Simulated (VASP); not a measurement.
# Os (Pm-3m) in VASP: a series of runs

The runs below take Os through single point, relaxation of cell and atoms, with BLYP.

All numbers are computed with VASP 6.6.1; they aren't measurements. Logs are shortened: lines on timing, memory, paths and dates and some standing lists are left out, and cuts for length are marked.

### 1 The cell of the first run

Symmetry: Pm-3m, No. 221, cubic system. The conventional cell has a = 2.698 Å, b = 2.698 Å, c = 2.698 Å, α = 90.00°, β = 90.00°, γ = 90.00°. Within 3.6 Å of Os (site symmetry m-3m) lie 6 Os at 2.70 Å.

This isn't the form of Os at room conditions, which is hcp.

### 2 Single point, BLYP (19.63 Å³/atom)

Contents of INCAR:

```
PREC = Accurate
ENCUT = 520
EDIFF = 1E-7
ISMEAR = -1
SIGMA = 0.1
LREAL = False
LASPH = True
NELM = 80
ALGO = Normal
ISIF = 2
LWAVE = False
LCHARG = False
GGA = B5
ALDAX = 1.0
AGGAX = 1.0
AGGAC = 1.0
ALDAC = 0.0
NBANDS = 10
```

Contents of KPOINTS:

```
regular mesh
0
Gamma
  14 14 14
```

Contents of POSCAR:

```
Os
1.0
    2.6976510105      0.0000000000      0.0000000000
    0.0000000000      2.6976510105      0.0000000000
    0.0000000000      0.0000000000      2.6976510105
Os
1
Direct
    0.0000000000      0.0000000000      0.0000000000
```

Potentials or basis: VASP PAW PBE potentials, release 64 (Os).

On the command line:

```
> cat potpaw_PBE.64/Os/POTCAR > POTCAR
> mpirun -np 1 vasp_std > vasp.out
```

OUTCAR:

```text
PREC = Accurate
   ENCUT = 520
   EDIFF = 1E-7
   ISMEAR = -1
   LREAL = False
   LASPH = True
   NELM = 80
   ISIF = 2
   GGA = B5

 ion  position               nearest neighbor table
   1  0.000  0.000  0.000-

  LATTYP: Found a simple cubic cell.
 ALAT       =     2.6976510105

  Lattice vectors:

 A1 = (   2.6976510105,   0.0000000000,   0.0000000000)
 A2 = (   0.0000000000,   2.6976510105,   0.0000000000)
 A3 = (   0.0000000000,   0.0000000000,   2.6976510105)

Analysis of symmetry for initial positions (statically):
=====================================================================
 Subroutine PRICEL returns:
 Original cell was already a primitive cell.

 Routine SETGRP: Setting up the symmetry group for a
 simple cubic supercell.

 Subroutine GETGRP returns: Found 48 space group operations
 (whereof 48 operations were pure point group operations)
 out of a pool of 48 trial point group operations.

The static configuration has the point symmetry O_h .

Analysis of symmetry for dynamics (positions and initial velocities):
=====================================================================
 Subroutine PRICEL returns:
 Original cell was already a primitive cell.

 Routine SETGRP: Setting up the symmetry group for a
 simple cubic supercell.

 Subroutine GETGRP returns: Found 48 space group operations
 (whereof 48 operations were pure point group operations)
 out of a pool of 48 trial point group operations.

The dynamic configuration has the point symmetry O_h .

 Subroutine INISYM returns: Found 48 space group operations
 (whereof 48 operations are pure point group operations),
 and found     1 'primitive' translations

----------------------------------------------------------------------------------------

                                     Primitive cell

  volume of cell :      19.6317

  direct lattice vectors                    reciprocal lattice vectors
     2.697651011  0.000000000  0.000000000     0.370692872  0.000000000  0.000000000
     0.000000000  2.697651011  0.000000000     0.000000000  0.370692872  0.000000000
     0.000000000  0.000000000  2.697651011     0.000000000  0.000000000  0.370692872

  length of vectors
     2.697651011  2.697651011  2.697651011     0.370692872  0.370692872  0.370692872

  position of ions in fractional coordinates (direct lattice)
     0.000000000  0.000000000  0.000000000

  ion indices of the primitive-cell ions
   primitive index   ion index
                 1           1

----------------------------------------------------------------------------------------

 KPOINTS: regular mesh

Automatic generation of k-mesh.
 Grid dimensions read from file:
 generate k-points for:   14   14   14

 Generating k-lattice:

  Cartesian coordinates                     Fractional coordinates (reciprocal lattice)
     0.026478062  0.000000000  0.000000000     0.071428571  0.000000000  0.000000000
     0.000000000  0.026478062  0.000000000     0.000000000  0.071428571  0.000000000
     0.000000000  0.000000000  0.026478062     0.000000000  0.000000000  0.071428571

  Length of vectors
     0.026478062  0.026478062  0.026478062

  Shift w.r.t. Gamma in fractional coordinates (k-lattice)
     0.000000000  0.000000000  0.000000000

 Subroutine IBZKPT returns following result:
 ===========================================

 Found    120 irreducible k-points:

 Following reciprocal coordinates:
            Coordinates               Weight
  0.000000  0.000000  0.000000      1.000000
  0.071429  0.000000  0.000000      6.000000
  0.142857  0.000000  0.000000      6.000000
  0.214286  0.000000  0.000000      6.000000
  0.285714  0.000000  0.000000      6.000000
  0.357143  0.000000  0.000000      6.000000
[... 16 lines left out ...]
  0.285714  0.214286  0.000000     24.000000
  0.357143  0.214286  0.000000     24.000000
 [... further k-points ...]
   k-points           NKPTS =    120   k-points in BZ     NKDIM =    120   number of bands    NBANDS=     10
   number of dos      NEDOS =    301   number of ions     NIONS =      1
   total plane-waves  NPLWV =   8000
   dimension x,y,z NGX =    20 NGY =   20 NGZ =   20
   dimension x,y,z NGXF=    40 NGYF=   40 NGZF=   40
   ions per type =               1
   NGX,Y,Z   is equivalent  to a cutoff of  12.33, 12.33, 12.33 a.u.
   NGXF,Y,Z  is equivalent  to a cutoff of  24.65, 24.65, 24.65 a.u.
 SYSTEM =  unknown system
   PREC   = accura    normal or accurate (medium, high low for compatibility)
   ISTART =      0    job   : 0-new  1-cont  2-samecut
   ICHARG =      2    charge: 1-file 2-atom 10-const
   ISPIN  =      1    spin polarized calculation?
   LNONCOLLINEAR =      F non collinear calculations
   LSORBIT =      F    spin-orbit coupling
   LASPH  =      T    aspherical Exc in radial PAW
   ENCUT  =  520.0 eV  38.22 Ry    6.18 a.u.   5.02  5.02  5.02*2*pi/ulx,y,z
   NELM   =     80;   NELMIN=  2; NELMDL= -5     # of ELM steps
   EDIFF  = 0.1E-06   stopping-criterion for ELM
   LREAL  =      F    real-space projection
   EDIFFG = 0.1E-05   stopping-criterion for IOM
   NSW    =      0    number of steps for IOM
   IBRION =     -1    ionic relax: 0-MD 1-quasi-New 2-CG
   NFREE  =      0    steps in history (QN), initial steepest desc. (CG)
   ISIF   =      2    stress and relaxation
   ISYM   =      2    0-nonsym 1-usesym 2-fastsym
   POTIM  = 0.5000    time-step for ionic-motion
   TEBEG  =    0.0;   TEEND  =   0.0 temperature during run
   PSTRESS=    0.0 pullay stress
   NELECT =       8.0000    total number of electrons
   NUPDOWN=      -1.0000    fix difference up-down
   EMIN   =  10.00;   EMAX   =-10.00  energy-range for DOS
   EFERMI =   0.00;   METHOD = LEGACY
   ISMEAR =    -1;   SIGMA  =   0.10  broadening in eV -4-tet -1-fermi 0-gaus
   EFERMI_NEDOS =   21; number of points for ismear=-14 and -15
   IALGO  =     38    algorithm
   IMIX   =      4    mixing-type and parameters
     AMIX     =   0.40;   BMIX     =  1.00
     AMIX_MAG =   1.60;   BMIX_MAG =  1.00
  volume/ion in A,a.u.               =      19.63       132.48
  Fermi-wavevector in a.u.,A,eV,Ry     =   1.213722  2.293601 20.043014  1.473120
  Thomas-Fermi vector in A             =   2.349164
   LORBIT       =      0    0 simple, 1 ext, 2 COOP (PROOUT), +10 PAW based schemes
   GGA     = B5    functional components
   LHFCALC =     F    Hartree Fock is set to
   AEXX    =    0.0000 exact exchange contribution
   IVDW    =     0    specifies the selected vdW correction
   LEPSILON=     F    determine dielectric tensor
   LRPA    =     F    only Hartree local field effects (RPA)
 non-spin polarized calculation
  energy-cutoff  :      520.00
  volume of cell :       19.63
 maximum number of plane-waves:       552
   NGX = 11   NGY = 11   NGZ = 11

 number of electron       7.9999998 magnetization

 Free energy of the ion-electron system (eV)
  ---------------------------------------------------
  ext. energy  EPLUGINS =         0.00000000
  ---------------------------------------------------
  free energy    TOTEN  =        -8.37430686 eV

  energy without entropy =       -8.31086089  energy(sigma->0) =       -8.34258388

 E-fermi :   5.7655     XC(G=0): -11.3031

 val. band max:        5.7647237165   @ k =   0.2143   0.1429   0.0000
 cond. band min:       5.7730464194   @ k =   0.3571   0.2857   0.2857
 fundamental gap:      0.0083227029
 Fermi energy:         5.7655373582

 k-point     1 :       0.0000    0.0000    0.0000
  band No.  band energies     occupation
      1      -2.2521      2.00000
      2       1.0197      2.00000
      3       1.0197      2.00000
      4       7.4961      0.00000
      5       7.4961      0.00000
      6       7.4961      0.00000
      7      20.2415      0.00000
      8      20.2415      0.00000
      9      20.2415      0.00000
     10      25.9186      0.00000

 k-point     2 :       0.0714    0.0000    0.0000
  band No.  band energies     occupation
      1      -2.1109      2.00000
      2       1.0493      2.00000
      3       1.1524      2.00000
      4       7.3404      0.00000
      5       7.3404      0.00000
      6       7.5080      0.00000
      7      19.3511      0.00000
      8      20.5099      0.00000
      9      20.5099      0.00000
     10      26.5113      0.00000

 k-point     3 :       0.1429    0.0000    0.0000
  band No.  band energies     occupation
      1      -1.7189      2.00000
      2       1.1333      2.00000
      3       1.5562      2.00000
      4       6.9307      0.00002
      5       6.9307      0.00002
      6       7.5415      0.00000
      7      17.5787      0.00000
      8      21.2479      0.00000
      9      21.2479      0.00000
     10      26.1622      0.00000

 k-point     4 :       0.2143    0.0000    0.0000
  band No.  band energies     occupation
      1      -1.1637      2.00000
      2       1.2578      2.00000
      3       2.2359      2.00000
      4       6.3950      0.00369
      5       6.3950      0.00369
      6       7.5903      0.00000
      7      15.7212      0.00000
      8      22.2992      0.00000
      9      22.2992      0.00000
     10      24.5922      0.00000
[... 222 lines left out ...]
 k-point    22 :       0.2143    0.2143    0.0000
  band No.  band energies     occupation
      1      -0.1018      2.00000
      2       2.0178      2.00000
      3       2.8763      2.00000
      4       5.2506      1.98846
      5       6.4209      0.00284
      6       6.6517      0.00028
      7      17.1686      0.00000
      8      17.5510      0.00000
      9      24.4842      0.00000
     10      24.7225      0.00000

 k-point    23 :       0.2857    0.2143    0.0000
  band No.  band energies     occupation
      1       0.4239      2.00000
      2       2.2397      2.00000
      3       3.4654      2.00000
      4       5.0897      1.99768
      5       5.9981      0.17797
      6       6.6367      0.00033
      7      15.4320      0.00000
      8      18.3559      0.00000
      9      24.0729      0.00000
     10      25.7643      0.00000

 k-point    24 :       0.3571    0.2143    0.0000
  band No.  band energies     occupation
      1       0.8800      2.00000
      2       2.3557      2.00000
      3       3.4947      2.00000
      4       5.5814      1.72625
      5       5.9504      0.27195
      6       6.6978      0.00018
      7      13.7071      0.00000
      8      19.3562      0.00000
      9      23.3015      0.00000
     10      26.6451      0.00000

 [... further k-points ...]
[... 5 lines left out ...]
  --------------------------------------------------------------------------------------
  -------------------------------------------------------------------------------------
  Total       -2.3255696     -2.3255696     -2.3255696      0.0000000      0.0000000     -0.0000000
  in kB     -189.7940614   -189.7940614   -189.7940614      0.0000000      0.0000000     -0.0000000
  external PRESSURE =    -189.7940614 kB  Pullay stress =       0.0000000 kB

 VOLUME and BASIS-vectors are now :
 -----------------------------------------------------------------------------
  energy-cutoff  :      520.00
  volume of cell :       19.63
      direct lattice vectors                 reciprocal lattice vectors
     2.697651011  0.000000000  0.000000000     0.370692872  0.000000000  0.000000000
     0.000000000  2.697651011  0.000000000     0.000000000  0.370692872  0.000000000
     0.000000000  0.000000000  2.697651011     0.000000000  0.000000000  0.370692872

 POSITION                                       TOTAL-FORCE (eV/Angst)
 -----------------------------------------------------------------------------------
      0.00000      0.00000      0.00000         0.000000      0.000000      0.000000
 -----------------------------------------------------------------------------------
    total drift:                               -0.000000      0.000000      0.000000

  FREE ENERGIE OF THE ION-ELECTRON SYSTEM (eV)
  ---------------------------------------------------
  free  energy   TOTEN  =        -8.3743068612 eV

  energy  without entropy=       -8.3108608948  energy(sigma->0) =       -8.34258388
```

Run time: 23 s. Hardware: 1 thread of Intel Xeon 8259CL, shared host; peak memory 0.14 GiB.

What came out:

```yaml
Free_energy: -8.3743 eV
Pressure: -19.0 GPa
Band_gap_on_the_k_mesh: zero (bands 4 and 5 overlap by 4.42 eV)
```

Caveat: the cell stands under tension; the PAW data sets were made with another functional, which shifts forces and pressure a little; spin-orbit coupling is left out, which moves the levels of the heavy elements.

### 3 Relaxation of cell and atoms, BLYP

This run uses another cell than the first one, of 15.11 Å³/atom.

Contents of INCAR:

```
PREC = Accurate
ENCUT = 600
EDIFF = 1E-6
ISMEAR = -1
SIGMA = 0.1
LREAL = False
LASPH = True
NELM = 60
ALGO = Normal
ISIF = 3
LWAVE = False
LCHARG = False
GGA = B5
ALDAX = 1.0
AGGAX = 1.0
AGGAC = 1.0
ALDAC = 0.0
IBRION = 2
NSW = 80
EDIFFG = -0.01
```

Contents of KPOINTS:

```
Automatic mesh
0
Gamma
  13 13 13
```

Contents of POSCAR:

```
Os
1.0
    2.4722656457      0.0000000000      0.0000000000
    0.0000000000      2.4722656457      0.0000000000
    0.0000000000      0.0000000000      2.4722656457
Os
1
Direct
    0.0000000000      0.0000000000      0.0000000000
```

Potentials or basis: VASP PAW PBE potentials, release 64 (Os).

On the command line:

```
> cat potpaw_PBE.64/Os/POTCAR > POTCAR
> mpirun -np 1 vasp_std > vasp.out
```

It took 68 s on 1 thread of Intel Xeon 8259CL, shared host; peak memory 0.14 GiB.

The run converged. Its results:

| Quantity | Value |
| --- | --- |
| Free energy | -8.5027 eV |
| Relaxed volume | 17.65 Å³/atom |
| Relaxed cell | a = 2.604 Å, b = 2.604 Å, c = 2.604 Å, α = 90.00°, β = 90.00°, γ = 90.00° |
| Space group after relaxing (to 0.1 Å) | Pm-3m (No. 221) |
| Pressure after relaxing | 0.0 GPa |
| Band gap on the k mesh | zero (bands 4 and 5 overlap by 4.92 eV) |

Final structure:
```yaml
crystal:
  lattice:
    - [2.60352, 0.00000, 0.00000]
    - [0.00000, 2.60352, 0.00000]
    - [0.00000, 0.00000, 2.60352]
  atoms:
    - { symbol: Os, position: [0.00000, 0.00000, 0.00000] }
```

Levels at points of the mesh, in eV from the Fermi level:
```tsv
k point	band 1	band 2	band 3	band 4	band 5	band 6	band 7	band 8
(0.00, 0.00, 0.00)	-8.85	-5.53	-5.53	2.05	2.05	2.05	15.22	15.22
```

Caveat: the volume moved by over 15 % at a fixed basis, so the end points are rough; the PAW data sets were made with another functional, which shifts forces and pressure a little; spin-orbit coupling is left out, which moves the levels of the heavy elements.

### 4 Single point, BLYP

This run uses another cell than the first one, of 17.53 Å³/atom.

Contents of INCAR:

```
  AGGAC = 1.0
  AGGAX = 1.0
  ALDAC = 0.0
  ALDAX = 1.0
  ALGO = Normal
  EDIFF = 1E-7
  ENCUT = 520
  GGA = B5
  ISIF = 2
  ISMEAR = -1
  LASPH = T
  LCHARG = F
  LREAL = F
  LWAVE = F
  NBANDS = 10
  NELM = 80
  PREC = Accurate
  SIGMA = 0.1
```

Contents of KPOINTS:

```
k-points
0
Gamma
  20 20 20
```

Contents of POSCAR:

```
Os
1.0
    2.5976447518      0.0000000000      0.0000000000
    0.0000000000      2.5976447518      0.0000000000
    0.0000000000      0.0000000000      2.5976447518
Os
1
Direct
    0.0000000000      0.0000000000      0.0000000000
```

On the command line:

```
> cat potpaw_PBE.64/Os/POTCAR > POTCAR
> mpirun -np 1 vasp_std > vasp.out
```

It took 48 s on 1 thread of Intel Xeon 8259CL, shared host; peak memory 0.17 GiB.

It converged, with:

* Free energy: -8.5035 eV
* Pressure: 1.7 GPa
* Band gap on the k mesh: zero (bands 4 and 5 overlap by 5.57 eV)

Levels at points of the mesh, in eV from the Fermi level:
| k point | band 2 | band 3 | band 4 | band 5 | band 6 | band 7 |
| --- | --- | --- | --- | --- | --- | --- |
| (0.00, 0.00, 0.00) | -5.58 | -5.58 | 2.07 | 2.07 | 2.07 | 15.26 |
| (0.50, 0.00, 0.00) | -4.82 | -0.91 | -0.91 | -0.73 | 2.38 | 6.63 |
| (0.50, 0.50, 0.00) | -4.31 | -0.34 | -0.34 | 4.30 | 4.56 | 4.56 |
| (0.50, 0.50, 0.50) | -4.84 | -4.84 | 4.51 | 4.51 | 9.09 | 10.77 |

Caveat: the PAW data sets were made with another functional, which shifts forces and pressure a little; spin-orbit coupling is left out, which moves the levels of the heavy elements.

### 5 Summary

```csv
task,cell,k mesh,cutoff (eV),gap on the mesh (eV),pressure (GPa)
single point,"a = 2.698 Å, 1 atom",14 × 14 × 14,520,none,-19.0
relaxation of cell and atoms,"relaxed from a = 2.472 Å, 1 atom",13 × 13 × 13,600,none,0.0
single point,"a = 2.598 Å, 1 atom",20 × 20 × 20,520,none,1.7
```

Alike in all rows: level BLYP; potentials or basis VASP PAW PBE potentials, release 64 (Os); no spin polarisation; smearing fermi-dirac 0.1 eV.

Caveats: the PAW data sets were made with another functional, which shifts forces and pressure a little; spin-orbit coupling is left out, which moves the levels of the heavy elements; the cell stands under tension (at least some runs); the volume moved by over 15 % at a fixed basis, so the end points are rough (at least some runs).

Total energies depend on the potentials used, so only differences within one code and one set of settings carry meaning.
